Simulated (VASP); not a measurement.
# Al4VN5 (P1) in VASP: relaxation of cell and atoms with PBE

Aim: the relaxation of cell and atoms of Al4VN5 with PBE.

All numbers are computed with VASP 6.6.1; they aren't measurements. Logs are shortened: lines on timing, memory, paths and dates and some standing lists are left out, and cuts for length are marked.

## (1) The cell of the first run

The typed cell holds 20 atoms: a = 4.642 Å, b = 4.642 Å, c = 7.091 Å, α = 83.74°, β = 70.89°, γ = 70.53°.

## (2) Relaxation of cell and atoms, PBE

INCAR

```
SYSTEM = Al4VN5
ALGO = Normal
EDIFF = 1E-6
EDIFFG = -0.04
ENCUT = 600
GGA = PE
IBRION = 2
ISIF = 3
ISMEAR = 0
ISYM = 0
LASPH = .True.
LCHARG = .False.
LREAL = Auto
LWAVE = .False.
NELM = 60
NSW = 70
PREC = Accurate
SIGMA = 0.1
```

KPOINTS

```
Automatic mesh
0
Gamma
  3 3 2
  0 0 0.5
```

POSCAR

```
Al4VN5
1.0
    1.8951200000      1.8951200000      3.7902400000
   -1.8951200000     -1.8951200000      3.7902400000
    5.6853600000     -3.7902400000      1.8951200000
N Al V
10 8 2
Direct
    0.9510546504      0.7494483584      0.6002917405
    0.8507832493      0.2472167492      0.7986693208
    0.3606595681      0.7524237456      0.7964245735
    0.7535977399      0.7375007792      0.0000168042
    0.1572962115      0.7474316368      0.1991583642
    0.0548974612      0.2478994752      0.3983978333
    0.5497573997      0.7498231905      0.4082452467
    0.4513481374      0.2516552413      0.5959220029
    0.2462353438      0.2545144351      0.0006239135
    0.6405167477      0.2432752944      0.2046666254
    0.1027136009      0.4947141465      0.8032510386
    0.5911494976      0.0022055501      0.8017255772
    0.9982426413      0.0084609510      0.0002295418
    0.4004189350      0.9994281942      0.2039780881
    0.2948338453      0.5050543115      0.4043518321
    0.8017500540      0.9985205510      0.3987906542
    0.4980397069      0.4990751319      0.0018575896
    0.9079391221      0.4947862492      0.1977202083
    0.1969766177      0.9944422452      0.6070352636
    0.6952059818      0.5048732428      0.6010981662
```

Potentials or basis: VASP PAW PBE potentials, release 64 (N, Al, V_sv).

Run with:

```sh
> cat potpaw_PBE.64/N/POTCAR potpaw_PBE.64/Al/POTCAR potpaw_PBE.64/V_sv/POTCAR > POTCAR
> mpirun -np 1 vasp_std > vasp.out
```

OUTCAR:

```text
SYSTEM = Al4VN5
   EDIFF = 1E-6
   EDIFFG = -0.04
   ENCUT = 600
   GGA = PE
   IBRION = 2
   ISIF = 3
   ISMEAR = 0
   ISYM = 0
   LASPH = .True.
   LREAL = Auto
   NELM = 60
   NSW = 70
   PREC = Accurate

 ion  position               nearest neighbor table
   1  0.951  0.749  0.600-  15 1.86  19 1.87  20 1.90  16 1.90  11 1.92  12 1.92
   2  0.851  0.247  0.799-  19 1.86  13 1.88  11 1.90  20 1.91  12 1.91  17 1.92
   3  0.361  0.752  0.796-  12 1.83  20 1.84  19 1.85  17 1.91  11 1.94  13 1.94
   4  0.754  0.738  0.000-  11 1.87  17 1.87  18 1.88  12 1.94  14 1.94  13 1.96
   5  0.157  0.747  0.199-  17 1.86  14 1.89  15 1.89  18 1.91  16 1.91  13 1.93
   6  0.055  0.248  0.398-  14 1.86  18 1.89  15 1.90  16 1.90  19 1.94  20 1.94
   7  0.550  0.750  0.408-  20 1.84  16 1.88  19 1.89  15 1.90  14 1.92  18 1.96
   8  0.451  0.252  0.596-  15 1.87  16 1.89  20 1.89  11 1.91  12 1.91  19 1.92
   9  0.246  0.255  0.001-  18 1.84  11 1.85  13 1.87  17 1.88  12 1.89  14 1.93
  10  0.641  0.243  0.205-  14 1.84  16 1.87  13 1.90  17 1.91  15 1.91  18 1.95
  11  0.103  0.495  0.803-   9 1.85   4 1.87   2 1.90   8 1.91   1 1.92   3 1.94  13 2.62  12 2.63
                            18 2.64  17 2.66  19 2.66  20 2.67  15 2.67  19 2.67  17 2.69  20 2.71
  12  0.591  0.002  0.802-   3 1.83   9 1.89   2 1.91   8 1.91   1 1.92   4 1.94  11 2.63  19 2.64
                            13 2.64  20 2.67  17 2.68  17 2.68  19 2.69  14 2.70  20 2.70  16 2.70
  13  0.998  0.008  0.000-   9 1.87   2 1.88  10 1.90   5 1.93   3 1.94   4 1.96  11 2.62  18 2.63
                            19 2.64  12 2.64  17 2.65  16 2.67  14 2.69  14 2.70  17 2.71  12 2.71
  14  0.400  0.999  0.204-  10 1.84   6 1.86   5 1.89   7 1.92   9 1.93   4 1.94  18 2.66  16 2.66
                            15 2.67  16 2.67  17 2.68  13 2.69  17 2.69  12 2.70  15 2.70  13 2.70
  15  0.295  0.505  0.404-   1 1.86   8 1.87   5 1.89   6 1.90   7 1.90  10 1.91  19 2.65  16 2.65
                            20 2.66  14 2.67  11 2.67  20 2.67  18 2.68  14 2.70  17 2.70  16 2.71
  16  0.802  0.999  0.399-  10 1.87   7 1.88   8 1.89   1 1.90   6 1.90   5 1.91  15 2.65  14 2.66
                            14 2.67  20 2.67  13 2.67  18 2.68  18 2.69  12 2.70  19 2.70  20 2.71
  17  0.498  0.499  0.002-   5 1.86   4 1.87   9 1.88  10 1.91   3 1.91   2 1.92  18 2.64  13 2.65
                            11 2.66  12 2.68  14 2.68  12 2.68  20 2.69  11 2.69  18 2.69  14 2.69
  18  0.908  0.495  0.198-   9 1.84   4 1.88   6 1.89   5 1.91  10 1.95   7 1.96  13 2.63  17 2.64
                            11 2.64  14 2.66  16 2.68  15 2.68  16 2.69  17 2.69  20 2.70  14 2.70
  19  0.197  0.994  0.607-   3 1.85   2 1.86   1 1.87   7 1.89   8 1.92   6 1.94  13 2.64  12 2.64
                            20 2.64  15 2.65  11 2.66  11 2.67  12 2.69  16 2.70  14 2.70  16 2.72
  20  0.695  0.505  0.601-   7 1.84   3 1.84   8 1.89   1 1.90   2 1.91   6 1.94  19 2.64  15 2.66
                            12 2.67  11 2.67  16 2.67  15 2.67  17 2.69  12 2.70  18 2.70  16 2.71

IMPORTANT INFORMATION: All symmetrisations will be switched off!
NOSYMM: (Re-)initialisation of all symmetry stuff for point group C_1.

----------------------------------------------------------------------------------------

                                     Primitive cell

  volume of cell :     136.1257

  direct lattice vectors                    reciprocal lattice vectors
     1.895120000  1.895120000  3.790240000     0.079150661  0.184684875  0.131917768
    -1.895120000 -1.895120000  3.790240000    -0.131917768 -0.131917768  0.131917768
     5.685360000 -3.790240000  1.895120000     0.105534214 -0.105534214  0.000000000

  length of vectors
     4.642077001  4.642077001  7.090889747     0.240365612  0.228488276  0.149247917

  position of ions in fractional coordinates (direct lattice)
     0.951054650  0.749448358  0.600291740
     0.850783249  0.247216749  0.798669321
     0.360659568  0.752423746  0.796424573
     0.753597740  0.737500779  0.000016804
     0.157296211  0.747431637  0.199158364
     0.054897461  0.247899475  0.398397833
[... 12 lines left out ...]
     0.196976618  0.994442245  0.607035264
     0.695205982  0.504873243  0.601098166

  ion indices of the primitive-cell ions
   primitive index   ion index
                 1           1
                 2           2
                 3           3
                 4           4
                 5           5
                 6           6
[... 12 lines left out ...]
                19          19
                20          20

----------------------------------------------------------------------------------------

 KPOINTS: Automatic mesh

Automatic generation of k-mesh.
 Grid dimensions read from file:
 generate k-points for:    3    3    2

 Generating k-lattice:

  Cartesian coordinates                     Fractional coordinates (reciprocal lattice)
     0.026383554  0.061561625  0.043972589     0.333333333  0.000000000  0.000000000
    -0.043972589 -0.043972589  0.043972589     0.000000000  0.333333333  0.000000000
     0.052767107 -0.052767107  0.000000000     0.000000000  0.000000000  0.500000000

  Length of vectors
[... 39 lines left out ...]
 -0.333333  0.333333  0.250000      2.000000
  0.000000 -0.333333  0.250000      2.000000
  0.333333 -0.333333  0.250000      2.000000
 -0.333333 -0.333333  0.250000      2.000000
   k-points           NKPTS =      9   k-points in BZ     NKDIM =      9   number of bands    NBANDS=     61
   number of dos      NEDOS =    301   number of ions     NIONS =     20
   total plane-waves  NPLWV =  96000
   dimension x,y,z NGX =    40 NGY =   40 NGZ =   60
   dimension x,y,z NGXF=    80 NGYF=   80 NGZF=  120
   ions per type =              10   8   2
   NGX,Y,Z   is equivalent  to a cutoff of  14.33, 14.33, 14.07 a.u.
   NGXF,Y,Z  is equivalent  to a cutoff of  28.65, 28.65, 28.13 a.u.
 SYSTEM =  Al4VN5
   PREC   = accura    normal or accurate (medium, high low for compatibility)
   ISTART =      0    job   : 0-new  1-cont  2-samecut
   ICHARG =      2    charge: 1-file 2-atom 10-const
   ISPIN  =      1    spin polarized calculation?
   LNONCOLLINEAR =      F non collinear calculations
   LSORBIT =      F    spin-orbit coupling
   LASPH  =      T    aspherical Exc in radial PAW
   ENCUT  =  600.0 eV  44.10 Ry    6.64 a.u.   9.27  9.27 14.16*2*pi/ulx,y,z
   NELM   =     60;   NELMIN=  2; NELMDL= -5     # of ELM steps
   EDIFF  = 0.1E-05   stopping-criterion for ELM
   LREAL  =      T    real-space projection
   EDIFFG = -.4E-01   stopping-criterion for IOM
   NSW    =     70    number of steps for IOM
   IBRION =      2    ionic relax: 0-MD 1-quasi-New 2-CG
   NFREE  =      1    steps in history (QN), initial steepest desc. (CG)
   ISIF   =      3    stress and relaxation
   ISYM   =      0    0-nonsym 1-usesym 2-fastsym
   POTIM  = 0.5000    time-step for ionic-motion
   TEBEG  =    0.0;   TEEND  =   0.0 temperature during run
   PSTRESS=    0.0 pullay stress
   NELECT =     100.0000    total number of electrons
   NUPDOWN=      -1.0000    fix difference up-down
   EMIN   =  10.00;   EMAX   =-10.00  energy-range for DOS
   EFERMI =   0.00;   METHOD = LEGACY
   ISMEAR =     0;   SIGMA  =   0.10  broadening in eV -4-tet -1-fermi 0-gaus
   EFERMI_NEDOS =   21; number of points for ismear=-14 and -15
   IALGO  =     38    algorithm
   IMIX   =      4    mixing-type and parameters
     AMIX     =   0.40;   BMIX     =  1.00
     AMIX_MAG =   1.60;   BMIX_MAG =  1.00
  volume/ion in A,a.u.               =       6.81        45.93
  Fermi-wavevector in a.u.,A,eV,Ry     =   1.477162  2.791431 29.688014  2.182007
  Thomas-Fermi vector in A             =   2.591600
   LORBIT       =      0    0 simple, 1 ext, 2 COOP (PROOUT), +10 PAW based schemes
   GGA     = PE    functional components
   LHFCALC =     F    Hartree Fock is set to
   AEXX    =    0.0000 exact exchange contribution
   IVDW    =     0    specifies the selected vdW correction
   LEPSILON=     F    determine dielectric tensor
   LRPA    =     F    only Hartree local field effects (RPA)
 conjugate gradient relaxation of ions
 non-spin polarized calculation
 Gauss-broadening in eV      SIGMA  =   0.10
  energy-cutoff  :      600.00
  volume of cell :      136.13
 maximum number of plane-waves:      4550
 NGX is ok and might be reduce to    40
   NGX = 19   NGY = 19   NGZ = 29

--------------------------------------- Ionic step        1  -------------------------------------------

 number of electron     100.0000000 magnetization

 number of electron      99.9999992 magnetization

 Free energy of the ion-electron system (eV)
  ---------------------------------------------------
  ext. energy  EPLUGINS =         0.00000000
  ---------------------------------------------------
  free energy    TOTEN  =      -143.86676005 eV

  energy without entropy =     -143.82572103  energy(sigma->0) =     -143.84624054

------------------------ aborting loop because EDIFF is reached ----------------------------------------

  FORCE on cell =-STRESS in cart. coord.  units (eV):
  Direction    XX          YY          ZZ          XY          YZ          ZX
  --------------------------------------------------------------------------------------
  -------------------------------------------------------------------------------------
  Total       83.3969459     83.4890245     76.3832509     -4.1234621     -0.0312615      0.1663723
  in kB      981.5684453    982.6521957    899.0183999    -48.5324763     -0.3679422      1.9581754
  external PRESSURE =     954.4130136 kB  Pullay stress =       0.0000000 kB
[... 43 lines left out ...]
 number of electron      99.9999999 magnetization

 number of electron     100.0000008 magnetization

 E-fermi :   7.1313     XC(G=0): -11.0243

 val. band max:        7.0327869572   @ k =  -0.3333   0.3333   0.2500
 cond. band min:       7.1497563308   @ k =   0.0000   0.0000   0.2500
 fundamental gap:      0.1169693736
 Fermi energy:         7.1312900047

 k-point     1 :       0.0000    0.0000    0.2500
  band No.  band energies     occupation
      1     -58.1045      2.00000
      2     -58.0971      2.00000
      3     -32.0749      2.00000
      4     -32.0692      2.00000
      5     -31.8500      2.00000
      6     -31.8430      2.00000
[... 666 lines left out ...]
  FREE ENERGIE OF THE ION-ELECTRON SYSTEM (eV)
  ---------------------------------------------------
  free  energy   TOTEN  =      -153.2017352175 eV

  energy  without entropy=     -153.1666466000  energy(sigma->0) =     -153.18419091

[... ionic steps 4 to 33 ...]

--------------------------------------- Ionic step       34  -------------------------------------------

 number of electron     100.0000011 magnetization

------------------------ aborting loop because EDIFF is reached ----------------------------------------
[... 103 lines left out ...]
--------------------------------------- Ionic step       36  -------------------------------------------

 number of electron     100.0000010 magnetization

 Free energy of the ion-electron system (eV)
  ---------------------------------------------------
  ext. energy  EPLUGINS =         0.00000000
  ---------------------------------------------------
  free energy    TOTEN  =      -153.59465687 eV

  energy without entropy =     -153.57503732  energy(sigma->0) =     -153.58484710

 E-fermi :  11.3879     XC(G=0): -12.4553

 val. band max:       10.9170665293   @ k =  -0.3333  -0.3333   0.2500
 cond. band min:      11.4130765276   @ k =   0.3333   0.0000   0.2500
 fundamental gap:      0.4960099982
 Fermi energy:        11.3878819634

 k-point     1 :       0.0000    0.0000    0.2500
  band No.  band energies     occupation
      1     -53.6659      2.00000
      2     -53.5993      2.00000
      3     -27.7888      2.00000
      4     -27.7468      2.00000
      5     -27.6080      2.00000
      6     -27.4874      2.00000
[... 612 lines left out ...]
  FREE ENERGIE OF THE ION-ELECTRON SYSTEM (eV)
  ---------------------------------------------------
  free  energy   TOTEN  =      -153.5946568720 eV

  energy  without entropy=     -153.5750373227  energy(sigma->0) =     -153.58484710

 reached required accuracy - stopping structural energy minimisation
```

Wall time 62 min (1 thread of AMD EPYC 7R13 (Zen 3), shared host); peak memory 0.33 GiB.

Results:

```
Free energy                           : -153.5947 eV
Relaxed volume                        : 8.54 Å³/atom
Relaxed cell                          : a = 4.973 Å, b = 4.973 Å, c = 7.732 Å, α = 83.86°, β = 71.24°, γ = 70.58°
Space group after relaxing (to 0.1 Å) : C2/m (No. 12)
Energy gained by relaxing             : 486.4 meV/atom
Ionic steps                           : 36
Pressure after relaxing               : 0.2 GPa
Largest force after relaxing          : 0.036 eV/Å
Band gap on the k mesh                : zero (bands 50 and 51 overlap by 0.82 eV)
```

Forces in eV/Å, atoms in the order of the input:
```
N   -0.007 -0.010 -0.010
N    0.006 -0.013 -0.009
N   -0.002 -0.018 -0.001
N    0.002  0.001  0.001
N    0.009  0.010 -0.002
N    0.005  0.005 -0.006
N   -0.002  0.013  0.002
N   -0.005 -0.012 -0.009
N    0.004 -0.010 -0.009
N   -0.008  0.019  0.006
Al   0.016  0.004 -0.005
Al  -0.009 -0.033  0.010
Al   0.011  0.007 -0.007
Al   0.024  0.019 -0.013
Al   0.010  0.029  0.002
Al  -0.026 -0.008  0.012
Al   0.005 -0.015  0.013
Al   0.003  0.016  0.022
V   -0.003  0.003  0.010
V   -0.034 -0.006 -0.005
```

The path:
```tsv
step	energy change (eV)	largest force (eV/Å)	pressure (GPa)	volume (Å³)
1	0.0000	5.3798	95.44	136.13
2	1.9685	1.4843	-42.81	232.61
3	-9.3350	0.9549	-3.99	173.37
4	-9.3785	0.9084	-0.82	171.19
5	-9.3828	0.8875	0.53	170.30
6	-9.4839	0.5323	-1.40	171.46
7	-9.4954	0.3343	-1.00	171.18
8	-9.5122	0.1147	0.50	170.19
9	-9.5123	0.0928	0.65	170.09
10	-9.5156	0.1251	-0.17	170.62
11	-9.5156	0.1269	-0.20	170.64
12	-9.5178	0.1883	-0.14	170.61
13	-9.5231	0.4160	0.04	170.51
14	-9.5217	0.7190	0.49	170.31
15	-9.5250	0.5548	0.18	170.44
16	-9.5252	0.5599	0.18	170.44
17	-9.5259	0.5747	0.19	170.44
18	-9.5272	0.6035	0.24	170.42
19	-9.5299	0.6554	0.28	170.40
20	-9.5348	0.7267	0.41	170.35
21	-9.5386	0.7376	0.69	170.26
22	-9.5424	0.7455	0.74	170.25
23	-9.5489	0.8441	0.88	170.24
24	-9.5580	0.8214	0.81	170.28
25	-9.5836	0.7549	0.62	170.40
26	-9.6256	0.6280	0.29	170.64
27	-9.6699	0.4474	-0.34	171.11
28	-9.6722	0.4333	-0.50	171.25
29	-9.6863	0.3565	-0.37	171.16
30	-9.7134	0.1952	0.06	170.89
31	-9.6974	0.4631	1.07	170.35
32	-9.7186	0.2220	0.36	170.71
33	-9.7240	0.1500	0.08	170.87
34	-9.7266	0.0834	-0.27	171.08
35	-9.7276	0.0546	-0.05	170.93
36	-9.7279	0.0359	0.17	170.78
```

Final structure:
```yaml
crystal:
  lattice:
    - [2.03136, 2.03158, 4.05921]
    - [-2.03168, -2.03178, 4.05949]
    - [6.19257, -4.16141, 2.02952]
  atoms:
    - { symbol: N, position: [0.95063, 0.74885, 0.60113] }
    - { symbol: N, position: [0.84239, 0.24894, 0.81756] }
    - { symbol: N, position: [0.34622, 0.74875, 0.80975] }
    - { symbol: N, position: [0.75073, 0.74919, 0.99985] }
    - { symbol: N, position: [0.14910, 0.74960, 0.20237] }
    - { symbol: N, position: [0.05829, 0.24946, 0.38466] }
    - { symbol: N, position: [0.55419, 0.74934, 0.39249] }
    - { symbol: N, position: [0.45072, 0.24879, 0.60109] }
    - { symbol: N, position: [0.25136, 0.24918, 0.99897] }
    - { symbol: N, position: [0.64871, 0.24944, 0.20331] }
    - { symbol: Al, position: [0.10618, 0.50633, 0.80415] }
    - { symbol: Al, position: [0.59202, 0.99101, 0.80398] }
    - { symbol: Al, position: [0.00057, 0.99889, 0.00335] }
    - { symbol: Al, position: [0.40230, 0.99954, 0.19879] }
    - { symbol: Al, position: [0.30837, 0.50696, 0.39817] }
    - { symbol: Al, position: [0.79437, 0.99154, 0.39819] }
    - { symbol: Al, position: [0.49742, 0.49943, 0.00327] }
    - { symbol: Al, position: [0.89884, 0.49992, 0.19904] }
    - { symbol: V, position: [0.16930, 0.03062, 0.60104] }
    - { symbol: V, position: [0.73172, 0.46697, 0.60130] }
```

Levels at points of the mesh, in eV from the Fermi level:
```csv
k point,band 46,band 47,band 48,band 49,band 50,band 51,band 52,band 53
"(0.00, 0.00, 0.25)",-2.30,-2.07,-1.71,-1.02,0.33,0.46,0.52,0.87
```

Caveat: the k points lie up to 0.47 Å⁻¹ apart in the final cell, too coarse for converged energies and pressures of a metal; the volume moved by over 15 % at a fixed basis, so the end points are rough; the run has no spin polarisation, though such a crystal can be magnetic. With open d or f shells a metallic result of PBE can be an artefact of self-interaction; +U or a hybrid may open a gap.

The gap in the log of VASP goes by the Fermi energy; the results here count the filled bands.